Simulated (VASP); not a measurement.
# GaP (F-43m) in VASP: further runs

The runs below take GaP through single point, with PBE.

Program: VASP 6.6.1. These are calculated values, not measurements. Logs are shortened: lines on timing, memory, paths and dates and some standing lists are left out, and cuts for length are marked.

**The experiment to reproduce.**

From “Stacking defects in GaP nanowires: Electronic structure and optical properties”, 2018, arxiv:1810.01194, for a bulk crystal of GaP at 10 K: band gap 2.34 eV (indirect).

The results are compared with them further down.

### Step 1. The cell of the first run

It takes space group F-43m (No. 216, cubic). Conventional cell: a = 5.352 Å, b = 5.352 Å, c = 5.352 Å, α = 90.00°, β = 90.00°, γ = 90.00°. Ga (site symmetry -43m) has 4 P at 2.32 Å within 3.1 Å. P (site symmetry -43m) has 4 Ga at 2.32 Å within 3.1 Å.

### Step 2. Single point, PBE

INCAR reads:

```
SYSTEM = GaP
PREC = Accurate
ENCUT = 520
EDIFF = 1E-6
ISMEAR = 0
SIGMA = 0.01
LREAL = .FALSE.
LASPH = .TRUE.
NELM = 60
ALGO = Normal
ISIF = 2
LWAVE = .FALSE.
LCHARG = .TRUE.
GGA = PE
LELF = .TRUE.
LVHAR = .TRUE.
NBANDS = 16
```

KPOINTS reads:

```
Automatic mesh
0
G
  6 6 6
  0 0 0
```

POSCAR reads:

```
GaP
1.0
    0.0000000000      2.6759133327      2.6759133327
    2.6759133327      0.0000000000      2.6759133327
    2.6759133327      2.6759133327      0.0000000000
Ga P
1 1
Direct
    0.0000000000      0.0000000000      0.0000000000
    0.2500000000      0.2500000000      0.2500000000
```

Potentials or basis: VASP PAW PBE potentials, release 64 (Ga_d, P).

Launch:

```console
$ cat potpaw_PBE.64/Ga_d/POTCAR potpaw_PBE.64/P/POTCAR > POTCAR
$ mpirun -np 1 vasp_std > vasp.out
```

OUTCAR:

```text
SYSTEM = GaP
   PREC = Accurate
   ENCUT = 520
   EDIFF = 1E-6
   ISMEAR = 0
   LREAL = .FALSE.
   LASPH = .TRUE.
   NELM = 60
   ISIF = 2
   GGA = PE

 ion  position               nearest neighbor table
   1  0.000  0.000  0.000-   2 2.32   2 2.32   2 2.32   2 2.32
   2  0.250  0.250  0.250-   1 2.32   1 2.32   1 2.32   1 2.32

  LATTYP: Found a face centered cubic cell.
 ALAT       =     5.3518266654

  Lattice vectors:

 A1 = (   0.0000000000,   2.6759133327,   2.6759133327)
 A2 = (   2.6759133327,   0.0000000000,   2.6759133327)
 A3 = (   2.6759133327,   2.6759133327,   0.0000000000)

Analysis of symmetry for initial positions (statically):
=====================================================================
 Subroutine PRICEL returns:
 Original cell was already a primitive cell.

 Routine SETGRP: Setting up the symmetry group for a
 face centered cubic supercell.

 Subroutine GETGRP returns: Found 24 space group operations
 (whereof 24 operations were pure point group operations)
 out of a pool of 48 trial point group operations.

The static configuration has the point symmetry T_d .

Analysis of symmetry for dynamics (positions and initial velocities):
=====================================================================
 Subroutine PRICEL returns:
 Original cell was already a primitive cell.

 Routine SETGRP: Setting up the symmetry group for a
 face centered cubic supercell.

 Subroutine GETGRP returns: Found 24 space group operations
 (whereof 24 operations were pure point group operations)
 out of a pool of 48 trial point group operations.

The dynamic configuration has the point symmetry T_d .

 Subroutine INISYM returns: Found 24 space group operations
 (whereof 24 operations are pure point group operations),
 and found     1 'primitive' translations

----------------------------------------------------------------------------------------

                                     Primitive cell

  volume of cell :      38.3218

  direct lattice vectors                    reciprocal lattice vectors
     0.000000000  2.675913333  2.675913333    -0.186852090  0.186852090  0.186852090
     2.675913333  0.000000000  2.675913333     0.186852090 -0.186852090  0.186852090
     2.675913333  2.675913333  0.000000000     0.186852090  0.186852090 -0.186852090

  length of vectors
     3.784312927  3.784312927  3.784312927     0.323637314  0.323637314  0.323637314

  position of ions in fractional coordinates (direct lattice)
     0.000000000  0.000000000  0.000000000
     0.250000000  0.250000000  0.250000000

  ion indices of the primitive-cell ions
   primitive index   ion index
                 1           1
                 2           2

----------------------------------------------------------------------------------------

 KPOINTS: Automatic mesh

Automatic generation of k-mesh.
 Grid dimensions read from file:
 generate k-points for:    6    6    6

 Generating k-lattice:

  Cartesian coordinates                     Fractional coordinates (reciprocal lattice)
    -0.031142015  0.031142015  0.031142015     0.166666667  0.000000000  0.000000000
     0.031142015 -0.031142015  0.031142015     0.000000000  0.166666667  0.000000000
     0.031142015  0.031142015 -0.031142015     0.000000000  0.000000000  0.166666667

  Length of vectors
     0.053939552  0.053939552  0.053939552

  Shift w.r.t. Gamma in fractional coordinates (k-lattice)
     0.000000000  0.000000000  0.000000000

 Subroutine IBZKPT returns following result:
 ===========================================

 Found     16 irreducible k-points:

 Following reciprocal coordinates:
            Coordinates               Weight
  0.000000  0.000000  0.000000      1.000000
  0.166667  0.000000  0.000000      8.000000
  0.333333  0.000000  0.000000      8.000000
  0.500000  0.000000  0.000000      4.000000
  0.166667  0.166667  0.000000      6.000000
  0.333333  0.166667  0.000000     24.000000
[... 8 lines left out ...]
 -0.333333  0.333333  0.166667     24.000000
 -0.333333  0.500000  0.166667     12.000000
   k-points           NKPTS =     16   k-points in BZ     NKDIM =     16   number of bands    NBANDS=     16
   number of dos      NEDOS =    301   number of ions     NIONS =      2
   total plane-waves  NPLWV =  21952
   dimension x,y,z NGX =    28 NGY =   28 NGZ =   28
   dimension x,y,z NGXF=    56 NGYF=   56 NGZF=   56
   ions per type =               1   1
   NGX,Y,Z   is equivalent  to a cutoff of  12.30, 12.30, 12.30 a.u.
   NGXF,Y,Z  is equivalent  to a cutoff of  24.60, 24.60, 24.60 a.u.
 SYSTEM =  GaP
   PREC   = accura    normal or accurate (medium, high low for compatibility)
   ISTART =      0    job   : 0-new  1-cont  2-samecut
   ICHARG =      2    charge: 1-file 2-atom 10-const
   ISPIN  =      1    spin polarized calculation?
   LNONCOLLINEAR =      F non collinear calculations
   LSORBIT =      F    spin-orbit coupling
   LASPH  =      T    aspherical Exc in radial PAW
   ENCUT  =  520.0 eV  38.22 Ry    6.18 a.u.   7.04  7.04  7.04*2*pi/ulx,y,z
   NELM   =     60;   NELMIN=  2; NELMDL= -5     # of ELM steps
   EDIFF  = 0.1E-05   stopping-criterion for ELM
   LREAL  =      F    real-space projection
[... 7 lines left out ...]
   TEBEG  =    0.0;   TEEND  =   0.0 temperature during run
   PSTRESS=    0.0 pullay stress
   NELECT =      18.0000    total number of electrons
   NUPDOWN=      -1.0000    fix difference up-down
   EMIN   =  10.00;   EMAX   =-10.00  energy-range for DOS
   EFERMI =   0.00;   METHOD = LEGACY
   ISMEAR =     0;   SIGMA  =   0.01  broadening in eV -4-tet -1-fermi 0-gaus
   EFERMI_NEDOS =   21; number of points for ismear=-14 and -15
   IALGO  =     38    algorithm
   IMIX   =      4    mixing-type and parameters
     AMIX     =   0.40;   BMIX     =  1.00
     AMIX_MAG =   1.60;   BMIX_MAG =  1.00
  volume/ion in A,a.u.               =      19.16       129.30
  Fermi-wavevector in a.u.,A,eV,Ry     =   1.272576  2.404819 22.033940  1.619449
  Thomas-Fermi vector in A             =   2.405447
   LORBIT       =      0    0 simple, 1 ext, 2 COOP (PROOUT), +10 PAW based schemes
   GGA     = PE    functional components
   LHFCALC =     F    Hartree Fock is set to
   AEXX    =    0.0000 exact exchange contribution
   IVDW    =     0    specifies the selected vdW correction
   LEPSILON=     F    determine dielectric tensor
   LRPA    =     F    only Hartree local field effects (RPA)
 non-spin polarized calculation
 Gauss-broadening in eV      SIGMA  =   0.01
  energy-cutoff  :      520.00
  volume of cell :       38.32
 maximum number of plane-waves:      1056
   NGX = 15   NGY = 15   NGZ = 15

 number of electron      17.9999985 magnetization

 Free energy of the ion-electron system (eV)
  ---------------------------------------------------
  ext. energy  EPLUGINS =         0.00000000
  ---------------------------------------------------
  free energy    TOTEN  =        -9.03378962 eV

  energy without entropy =       -9.03378962  energy(sigma->0) =       -9.03378962

 E-fermi :   5.3498     XC(G=0): -10.0821

 val. band max:        5.2357894334   @ k =   0.0000   0.0000   0.0000
 cond. band min:       6.7659353066   @ k =   0.5000   0.5000   0.0000
 fundamental gap:      1.5301458733
 Fermi energy:         5.3498415330

 k-point     1 :       0.0000    0.0000    0.0000
  band No.  band energies     occupation
      1      -9.4261      2.00000
      2      -9.4261      2.00000
      3      -9.4261      2.00000
      4      -9.3086      2.00000
      5      -9.3086      2.00000
      6      -7.6838      2.00000
[... 8 lines left out ...]
     15      15.0932      0.00000
     16      15.0932      0.00000

 k-point     2 :       0.1667    0.0000    0.0000
  band No.  band energies     occupation
      1      -9.4561      2.00000
      2      -9.4167      2.00000
      3      -9.4167      2.00000
      4      -9.3085      2.00000
      5      -9.3085      2.00000
      6      -7.3001      2.00000
[... 8 lines left out ...]
     15      14.2340      0.00000
     16      15.5264      0.00000

 k-point     3 :       0.3333    0.0000    0.0000
  band No.  band energies     occupation
      1      -9.5060      2.00000
      2      -9.4018      2.00000
      3      -9.4018      2.00000
      4      -9.3043      2.00000
      5      -9.3043      2.00000
      6      -6.2769      2.00000
[... 8 lines left out ...]
     15      14.9731      0.00000
     16      15.1260      0.00000

 k-point     4 :       0.5000    0.0000    0.0000
  band No.  band energies     occupation
      1      -9.5278      2.00000
      2      -9.3967      2.00000
      3      -9.3967      2.00000
      4      -9.2997      2.00000
      5      -9.2997      2.00000
      6      -5.4300      2.00000
[... 8 lines left out ...]
     15      17.0943      0.00000
     16      17.0943      0.00000

 k-point     5 :       0.1667    0.1667    0.0000
  band No.  band energies     occupation
      1      -9.4724      2.00000
      2      -9.4074      2.00000
      3      -9.4074      2.00000
      4      -9.3179      2.00000
      5      -9.3021      2.00000
      6      -7.1740      2.00000
[... 8 lines left out ...]
     15      15.5351      0.00000
     16      16.4302      0.00000

 k-point     6 :       0.3333    0.1667    0.0000
  band No.  band energies     occupation
      1      -9.5094      2.00000
      2      -9.3943      2.00000
      3      -9.3901      2.00000
      4      -9.3225      2.00000
      5      -9.2967      2.00000
      6      -6.3545      2.00000
[... 8 lines left out ...]
     15      16.0856      0.00000
     16      17.1189      0.00000
[... 115 lines left out ...]
 k-point    13 :       0.5000    0.5000    0.0000
  band No.  band energies     occupation
      1      -9.5667      2.00000
      2      -9.3536      2.00000
      3      -9.3479      2.00000
      4      -9.3479      2.00000
      5      -9.2825      2.00000
      6      -4.4553      2.00000
[... 8 lines left out ...]
     15      17.7501      0.00000
     16      18.4850      0.00000

 k-point    14 :       0.5000    0.3333    0.1667
  band No.  band energies     occupation
      1      -9.5318      2.00000
      2      -9.3852      2.00000
      3      -9.3719      2.00000
      4      -9.3264      2.00000
      5      -9.2956      2.00000
      6      -5.4395      2.00000
[... 8 lines left out ...]
     15      17.3963      0.00000
     16      18.8627      0.00000

 k-point    15 :      -0.3333    0.3333    0.1667
  band No.  band energies     occupation
      1      -9.5388      2.00000
      2      -9.3851      2.00000
      3      -9.3640      2.00000
      4      -9.3221      2.00000
      5      -9.2995      2.00000
      6      -4.7089      2.00000
[... 8 lines left out ...]
     15      18.0482      0.00000
     16      18.3548      0.00000

 k-point    16 :      -0.3333    0.5000    0.1667
  band No.  band energies     occupation
      1      -9.5509      2.00000
      2      -9.3714      2.00000
      3      -9.3553      2.00000
      4      -9.3336      2.00000
      5      -9.2929      2.00000
      6      -4.3705      2.00000
[... 8 lines left out ...]
     15      17.3882      0.00000
     16      19.2163      0.00000

------------------------ aborting loop because EDIFF is reached ----------------------------------------

  FORCE on cell =-STRESS in cart. coord.  units (eV):
  Direction    XX          YY          ZZ          XY          YZ          ZX
  --------------------------------------------------------------------------------------
  -------------------------------------------------------------------------------------
  Total        1.8778474      1.8778474      1.8778474      0.0000000      0.0000000      0.0000000
  in kB       78.5099616     78.5099616     78.5099616      0.0000000      0.0000000      0.0000000
  external PRESSURE =      78.5099616 kB  Pullay stress =       0.0000000 kB

 VOLUME and BASIS-vectors are now :
 -----------------------------------------------------------------------------
  energy-cutoff  :      520.00
  volume of cell :       38.32
      direct lattice vectors                 reciprocal lattice vectors
     0.000000000  2.675913333  2.675913333    -0.186852090  0.186852090  0.186852090
     2.675913333  0.000000000  2.675913333     0.186852090 -0.186852090  0.186852090
     2.675913333  2.675913333  0.000000000     0.186852090  0.186852090 -0.186852090

 POSITION                                       TOTAL-FORCE (eV/Angst)
 -----------------------------------------------------------------------------------
      0.00000      0.00000      0.00000        -0.000000     -0.000000     -0.000000
      1.33796      1.33796      1.33796         0.000000      0.000000      0.000000
 -----------------------------------------------------------------------------------
    total drift:                                0.000002      0.000002      0.000001

  FREE ENERGIE OF THE ION-ELECTRON SYSTEM (eV)
  ---------------------------------------------------
  free  energy   TOTEN  =        -9.0337896167 eV

  energy  without entropy=       -9.0337896167  energy(sigma->0) =       -9.03378962
```

Run time: 20 s. Hardware: 1 thread of AMD EPYC 7R13, shared host; peak memory 0.16 GiB.

What came out:

| Quantity | Value |
| --- | --- |
| Free energy | -9.0338 eV |
| Pressure | 7.9 GPa |
| Band gap on the k mesh | 1.53 eV, indirect (least direct gap 2.29 eV) |

A k mesh can miss the band edges. Expect the measured gap to be larger: semilocal functionals such as PBE lack the derivative discontinuity.

[end of part 1 of 3]
